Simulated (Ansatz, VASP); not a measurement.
**Two plane-wave programs on Hf4O3**

File INCAR:

```
  PREC = Accurate
  ENCUT = 600
  EDIFF = 1E-6
  ISMEAR = 0
  SIGMA = 0.2
  LREAL = False
  LASPH = True
  NELM = 100
  ALGO = Normal
  ISIF = 3
  LWAVE = False
  LCHARG = False
  GGA = PE
  IBRION = 2
  NSW = 36
  EDIFFG = -0.08
```

File KPOINTS:

```
regular mesh
0
Gamma
  5 5 5
```

Contents of POSCAR:

```
Hf4O3
1.0
   -2.2905604400      2.2905604400      4.5053005800
    2.2905604400     -2.2905604400      4.5053005800
    2.2905604400      2.2905604400     -4.5053005800
Hf O
4 3
Direct
    0.0000000000      0.5000000000      0.5000000000
    0.7461220000      0.7461220000      0.0000000000
    0.2538780000      0.2538780000      0.0000000000
    0.5000000000      0.0000000000      0.5000000000
    0.2500000000      0.7500000000      0.5000000000
    0.7500000000      0.2500000000      0.5000000000
    0.0000000000      0.0000000000      0.0000000000
```

Input for Ansatz:

```yaml
crystal:
  lattice:
    - [-2.29056044, 2.29056044, 4.50530058]
    - [2.29056044, -2.29056044, 4.50530058]
    - [2.29056044, 2.29056044, -4.50530058]
  atoms:
    - { symbol: Hf, position: [0.0, 0.5, 0.5] }
    - { symbol: Hf, position: [0.746122, 0.746122, 0.0] }
    - { symbol: Hf, position: [0.253878, 0.253878, 0.0] }
    - { symbol: Hf, position: [0.5, 0.0, 0.5] }
    - { symbol: O, position: [0.25, 0.75, 0.5] }
    - { symbol: O, position: [0.75, 0.25, 0.5] }
    - { symbol: O, position: [0.0, 0.0, 0.0] }
basis:
  ecutwfc: 420
kpoints:
  mp_grid: { grid: [5, 5, 5] }
hamiltonian:
  xc: pbe
scf:
  occupations: { method: gaussian, width: 0.2 }
  lower_state_search: "off"
output:
  forces: true
  stress: true
  eigenvalues: true
relax:
  adjacent_minimum: "off"
  f_tol: 0.08
  max_steps: 16
  cell: { stress_tol: 0.8 }
```

Change from the starting cell: species swapped into the Nb4N3 type (I4/mmm, No. 139).

Alike in both runs: task relaxation of cell and atoms; functional PBE; k mesh 5 × 5 × 5; occupations gaussian, width 0.2 eV; no spin polarisation.

```csv
,VASP,Ansatz
version,VASP 6.6.1,Ansatz 0.2.0
potentials or method,"VASP PAW PBE potentials, release 64 (Hf_pv, O), cutoff 600 eV","scalar-relativistic, plane waves, PAW"
valence electrons in the cell,58,122
```

Ansatz gave:

- gap on the k mesh at the Fermi level, each at its own relaxed structure (eV): none
- relaxed volume (Å³/atom): 13.44
- relaxed cell length with the largest relative difference (Å): 5.541

Task: Which values does VASP return?

Result: gap on the k mesh at the Fermi level, each at its own relaxed structure (eV): none; relaxed volume (Å³/atom): 13.28; relaxed cell length with the largest relative difference (Å): 5.517.

A gap of «none» marks a metal or a gap that the smearing closes. VASP's potentials hold 58 valence electrons a cell and Ansatz's 122, so a difference there can come from the potentials and not from the codes.

The k mesh is coarse, so the values compare programs but aren't converged. Neither program's run includes spin-orbit coupling.
